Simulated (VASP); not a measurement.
# C8F in VASP: single point with PBE+D3(BJ)

Aim: the single point of C8F with PBE+D3(BJ).

Everything below comes from runs of VASP 6.6.1. Logs are shortened: lines on timing, memory, paths and dates and some standing lists are left out, and cuts for length are marked.

## Step 1: The cell of the first run

The cell holds a slab with vacuum, 9 atoms: a = 2.465 Å, b = 2.465 Å, c = 29.108 Å, α = 90.00°, β = 90.00°, γ = 120.00°.

## Step 2: Single point, PBE+D3(BJ)

The input, INCAR:

```
  PREC = Accurate
  ENCUT = 520
  EDIFF = 1E-6
  ISMEAR = 0
  SIGMA = 0.1
  LREAL = False
  LASPH = True
  NELM = 80
  ALGO = Normal
  ISIF = 2
  LWAVE = False
  LCHARG = False
  LDIPOL = True
  IDIPOL = 3
  DIPOL = 0.5 0.5 0.491
  GGA = PE
  IVDW = 12
  NBANDS = 30
```

The input, KPOINTS:

```
Automatic mesh
0
Gamma
  12 12 1
```

The input, POSCAR:

```
C8F
1.0
    2.4649796670      0.0000000000      0.0000000000
   -1.2324898335      2.1347350114      0.0000000000
    0.0000000000      0.0000000000     29.1076495408
C F
8 1
Direct
    0.0000000000      0.0000000000      0.2920194646
    0.6666666666      0.3333333333      0.2920194566
    0.0000000000      0.0000000000      0.4077696707
    0.3333333334      0.6666666667      0.4077696627
   -0.0351159115     -0.0702318230      0.5237265408
    0.6316284275      0.2632568550      0.5236274592
   -0.0453790091     -0.0907580182      0.6339396961
    0.2879385443      0.5758770886      0.6448801664
    0.2879558842      0.5759117683      0.6956629951
```

Potentials or basis: VASP PAW PBE potentials, release 64 (C, F).

Launch:

```
$ cat potpaw_PBE.64/C/POTCAR potpaw_PBE.64/F/POTCAR > POTCAR
$ mpirun -np 1 vasp_std > vasp.out
```

OUTCAR:

```text
PREC = Accurate
   ENCUT = 520
   EDIFF = 1E-6
   ISMEAR = 0
   LREAL = False
   LASPH = True
   NELM = 80
   ISIF = 2
   GGA = PE
   IVDW = 12
 IVDW          = 12

 ion  position               nearest neighbor table
   1  0.000  0.000  0.292-   2 1.42   2 1.42   2 1.42
   2  0.667  0.333  0.292-   1 1.42   1 1.42   1 1.42
   3  0.000  0.000  0.408-   4 1.42   4 1.42   4 1.42
   4  0.333  0.667  0.408-   3 1.42   3 1.42   3 1.42
   5  0.965  0.930  0.524-   6 1.42   6 1.42   6 1.42
   6  0.632  0.263  0.524-   5 1.42   5 1.42   5 1.42
   7  0.955  0.909  0.634-   8 1.46   8 1.46   8 1.46
   8  0.288  0.576  0.645-   7 1.46   7 1.46   7 1.46   9 1.48
   9  0.288  0.576  0.696-   8 1.48

  LATTYP: Found a hexagonal cell.
 ALAT       =     2.4649796670
 C/A-ratio  =    11.8084745000

  Lattice vectors:

 A1 = (   2.4649796670,   0.0000000000,   0.0000000000)
 A2 = (  -1.2324898335,   2.1347350114,   0.0000000000)
 A3 = (   0.0000000000,   0.0000000000,  29.1076495408)

Analysis of symmetry for initial positions (statically):
=====================================================================
 Subroutine PRICEL returns:
 Original cell was already a primitive cell.

 Routine SETGRP: Setting up the symmetry group for a
 hexagonal supercell.

 Subroutine GETGRP returns: Found  2 space group operations
 (whereof  2 operations were pure point group operations)
 out of a pool of 24 trial point group operations.

The static configuration has the point symmetry C_1h.

Analysis of symmetry for dynamics (positions and initial velocities):
=====================================================================
 Subroutine PRICEL returns:
 Original cell was already a primitive cell.

 Routine SETGRP: Setting up the symmetry group for a
 hexagonal supercell.

 Subroutine GETGRP returns: Found  2 space group operations
 (whereof  2 operations were pure point group operations)
 out of a pool of 24 trial point group operations.

The dynamic configuration has the point symmetry C_1h.

 Subroutine INISYM returns: Found  2 space group operations
 (whereof  2 operations are pure point group operations),
 and found     1 'primitive' translations

----------------------------------------------------------------------------------------

                                     Primitive cell

  volume of cell :     153.1667

  direct lattice vectors                    reciprocal lattice vectors
     2.464979667  0.000000000  0.000000000     0.405682860  0.234221108  0.000000000
    -1.232489834  2.134735011  0.000000000     0.000000000  0.468442216  0.000000000
     0.000000000  0.000000000 29.107649541     0.000000000  0.000000000  0.034355230

  length of vectors
     2.464979667  2.464979667 29.107649541     0.468442216  0.468442216  0.034355230

  position of ions in fractional coordinates (direct lattice)
     0.000000000  0.000000000  0.292019465
     0.666666667  0.333333333  0.292019457
     0.000000000  0.000000000  0.407769671
     0.333333333  0.666666667  0.407769663
     0.964884088  0.929768177  0.523726541
     0.631628427  0.263256855  0.523627459
     0.954620991  0.909241982  0.633939696
     0.287938544  0.575877089  0.644880166
     0.287955884  0.575911768  0.695662995

  ion indices of the primitive-cell ions
   primitive index   ion index
                 1           1
                 2           2
                 3           3
                 4           4
                 5           5
                 6           6
                 7           7
                 8           8
                 9           9

----------------------------------------------------------------------------------------

 KPOINTS: Automatic mesh

Automatic generation of k-mesh.
 Grid dimensions read from file:
 generate k-points for:   12   12    1

 Generating k-lattice:

  Cartesian coordinates                     Fractional coordinates (reciprocal lattice)
     0.033806905  0.019518426  0.000000000     0.083333333 -0.000000000  0.000000000
     0.000000000  0.039036851  0.000000000     0.000000000  0.083333333  0.000000000
     0.000000000  0.000000000  0.034355230     0.000000000  0.000000000  1.000000000

  Length of vectors
     0.039036851  0.039036851  0.034355230

  Shift w.r.t. Gamma in fractional coordinates (k-lattice)
     0.000000000  0.000000000  0.000000000

 Subroutine IBZKPT returns following result:
 ===========================================

 Found     43 irreducible k-points:

 Following reciprocal coordinates:
            Coordinates               Weight
  0.000000  0.000000  0.000000      1.000000
  0.083333 -0.000000  0.000000      4.000000
  0.000000  0.083333  0.000000      2.000000
  0.166667 -0.000000  0.000000      4.000000
  0.000000  0.166667  0.000000      2.000000
  0.250000 -0.000000  0.000000      4.000000
[... 16 lines left out ...]
 -0.083333  0.416667  0.000000      4.000000
 -0.416667  0.333333  0.000000      4.000000
 [... further k-points ...]
   k-points           NKPTS =     43   k-points in BZ     NKDIM =     43   number of bands    NBANDS=     30
   number of dos      NEDOS =    301   number of ions     NIONS =      9
   total plane-waves  NPLWV =  69984
   dimension x,y,z NGX =    18 NGY =   18 NGZ =  216
   dimension x,y,z NGXF=    36 NGYF=   36 NGZF=  432
   ions per type =               8   1
   NGX,Y,Z   is equivalent  to a cutoff of  12.14, 12.14, 12.34 a.u.
   NGXF,Y,Z  is equivalent  to a cutoff of  24.28, 24.28, 24.67 a.u.
 SYSTEM =  unknown system
   PREC   = accura    normal or accurate (medium, high low for compatibility)
   ISTART =      0    job   : 0-new  1-cont  2-samecut
   ICHARG =      2    charge: 1-file 2-atom 10-const
   ISPIN  =      1    spin polarized calculation?
   LNONCOLLINEAR =      F non collinear calculations
   LSORBIT =      F    spin-orbit coupling
   LASPH  =      T    aspherical Exc in radial PAW
   ENCUT  =  520.0 eV  38.22 Ry    6.18 a.u.   4.58  4.58 54.12*2*pi/ulx,y,z
   NELM   =     80;   NELMIN=  2; NELMDL= -5     # of ELM steps
   EDIFF  = 0.1E-05   stopping-criterion for ELM
   LREAL  =      F    real-space projection
   EDIFFG = 0.1E-04   stopping-criterion for IOM
   NSW    =      0    number of steps for IOM
   IBRION =     -1    ionic relax: 0-MD 1-quasi-New 2-CG
   NFREE  =      0    steps in history (QN), initial steepest desc. (CG)
   ISIF   =      2    stress and relaxation
   ISYM   =      2    0-nonsym 1-usesym 2-fastsym
   POTIM  = 0.5000    time-step for ionic-motion
   TEBEG  =    0.0;   TEEND  =   0.0 temperature during run
   PSTRESS=    0.0 pullay stress
   NELECT =      39.0000    total number of electrons
   NUPDOWN=      -1.0000    fix difference up-down
   EMIN   =  10.00;   EMAX   =-10.00  energy-range for DOS
   EFERMI =   0.00;   METHOD = LEGACY
   ISMEAR =     0;   SIGMA  =   0.10  broadening in eV -4-tet -1-fermi 0-gaus
   EFERMI_NEDOS =   21; number of points for ismear=-14 and -15
   IALGO  =     38    algorithm
   IMIX   =      4    mixing-type and parameters
     AMIX     =   0.40;   BMIX     =  1.00
     AMIX_MAG =   1.60;   BMIX_MAG =  1.00
  volume/ion in A,a.u.               =      17.02       114.85
  Fermi-wavevector in a.u.,A,eV,Ry     =   1.037628  1.960832 14.649001  1.076671
  Thomas-Fermi vector in A             =   2.172074
   LORBIT       =      0    0 simple, 1 ext, 2 COOP (PROOUT), +10 PAW based schemes
   GGA     = PE    functional components
   LHFCALC =     F    Hartree Fock is set to
   AEXX    =    0.0000 exact exchange contribution
   IVDW    =    12    specifies the selected vdW correction
   LEPSILON=     F    determine dielectric tensor
   LRPA    =     F    only Hartree local field effects (RPA)
 non-spin polarized calculation
 Gauss-broadening in eV      SIGMA  =   0.10
  energy-cutoff  :      520.00
  volume of cell :      153.17
 maximum number of plane-waves:      4180
   NGX =  9   NGY =  9   NGZ =109

 dipolmoment           0.000000      0.000000     -0.183556 electrons x Angstroem

 number of electron      38.9999998 magnetization

 dipolmoment           0.000000      0.000000      0.122031 electrons x Angstroem

 Free energy of the ion-electron system (eV)
  ---------------------------------------------------
  ext. energy  EPLUGINS =         0.00000000
  ---------------------------------------------------
  free energy    TOTEN  =       -75.01193406 eV

  energy without entropy =      -74.99928343  energy(sigma->0) =      -75.00560875

 E-fermi :  -1.0615     XC(G=0):  -5.5967

 val. band max:       -1.1104288512   @ k =   0.3333   0.3333   0.0000
 cond. band min:      -1.0475636017   @ k =   0.3333   0.3333   0.0000
 fundamental gap:      0.0628652496
 Fermi energy:        -1.0614593846

 k-point     1 :       0.0000    0.0000    0.0000
  band No.  band energies     occupation
      1     -25.5089      2.00000
      2     -20.6716      2.00000
      3     -20.5707      2.00000
      4     -20.4666      2.00000
      5     -19.4254      2.00000
      6      -9.5755      2.00000
[... 22 lines left out ...]
     29       7.2807      0.00000
     30       7.2944      0.00000

 k-point     2 :       0.0833   -0.0000    0.0000
  band No.  band energies     occupation
      1     -25.4244      2.00000
      2     -20.5063      2.00000
      3     -20.4065      2.00000
      4     -20.3035      2.00000
      5     -19.2886      2.00000
      6      -9.4253      2.00000
[... 22 lines left out ...]
     29       7.3818      0.00000
     30       7.5204      0.00000

 k-point     3 :       0.0000    0.0833    0.0000
  band No.  band energies     occupation
      1     -25.4244      2.00000
      2     -20.5063      2.00000
      3     -20.4065      2.00000
      4     -20.3035      2.00000
      5     -19.2886      2.00000
      6      -9.4253      2.00000
[... 682 lines left out ...]
     29       7.7247      0.00000
     30       8.3254      0.00000

 k-point    24 :      -0.4167    0.3333    0.0000
  band No.  band energies     occupation
      1     -24.2829      2.00000
      2     -17.2790      2.00000
      3     -17.1995      2.00000
      4     -17.1165      2.00000
      5     -16.5684      2.00000
      6     -11.7254      2.00000
[... 22 lines left out ...]
     29       7.7239      0.00000
     30       8.3245      0.00000

 [... further k-points ...]

------------------------ aborting loop because EDIFF is reached ----------------------------------------

 vacuum level on the upper side and lower side of the slab       (xc-potential included)         1.784        -2.340

 Edisp (eV)   -1.16185

 E8    (eV) :    -0.3343

  FORCE on cell =-STRESS in cart. coord.  units (eV):
  Direction    XX          YY          ZZ          XY          YZ          ZX
  --------------------------------------------------------------------------------------
  -------------------------------------------------------------------------------------
  Total       4.25124     4.20648     0.30404     0.00000    -0.00050     0.00000
  in kB      44.46942    44.00125     3.18033     0.00000    -0.00527     0.00000
  external pressure =       30.55 kB  Pullay stress =        0.00 kB

 VOLUME and BASIS-vectors are now :
 -----------------------------------------------------------------------------
  energy-cutoff  :      520.00
  volume of cell :      153.17
      direct lattice vectors                 reciprocal lattice vectors
     2.464979667  0.000000000  0.000000000     0.405682860  0.234221108  0.000000000
    -1.232489834  2.134735011  0.000000000     0.000000000  0.468442216  0.000000000
     0.000000000  0.000000000 29.107649541     0.000000000  0.000000000  0.034355230

 POSITION                                       TOTAL-FORCE (eV/Angst)
 -----------------------------------------------------------------------------------
      0.00000      0.00000      8.50000         0.000000      0.000425      0.010581
      1.23249      0.71158      8.50000         0.000000      0.000522     -0.012126
      0.00000      0.00000     11.86922         0.000000      0.004531     -0.005862
      0.00000      1.42316     11.86922         0.000000     -0.004976      0.004138
      1.23249      1.98481     15.24445        -0.000000      0.002804      0.001748
      1.23249      0.56198     15.24156        -0.000000     -0.004584      0.000501
      1.23249      1.94099     18.45249         0.000000     -0.002901     -0.030998
     -0.00000      1.22934     18.77095         0.000000      0.004753     -0.208943
      0.00000      1.22942     20.24911         0.000000     -0.000574      0.240959
 -----------------------------------------------------------------------------------
    total drift:                                0.000005     -0.000169     -0.000428

  FREE ENERGIE OF THE ION-ELECTRON SYSTEM (eV)
  ---------------------------------------------------
  free  energy   TOTEN  =       -76.1737812636 eV

  energy  without entropy=      -76.1611306323  energy(sigma->0) =      -76.16745595

 vacuum level on the upper side and lower side of the slab         7.193         3.002
```

Run time: 2.7 min. Hardware: 1 thread of Intel Xeon 6975P-C (Granite Rapids), shared host; peak memory 0.34 GiB.

What came out:

```
Free energy                : -76.1738 eV
Largest force              : 0.241 eV/Å
Dispersion energy per atom : -0.129 eV
```

Forces in eV/Å, atoms in the order of the input:
```
C    0.000  0.000  0.011
C    0.000  0.001 -0.012
C    0.000  0.005 -0.006
C    0.000 -0.005  0.004
C    0.000  0.003  0.002
C    0.000 -0.005  0.001
C    0.000 -0.003 -0.031
C    0.000  0.005 -0.209
F    0.000 -0.001  0.241
```

Caveat: an odd number of electrons without spin polarisation forces a metal; a magnetic or distorted state may lie lower.
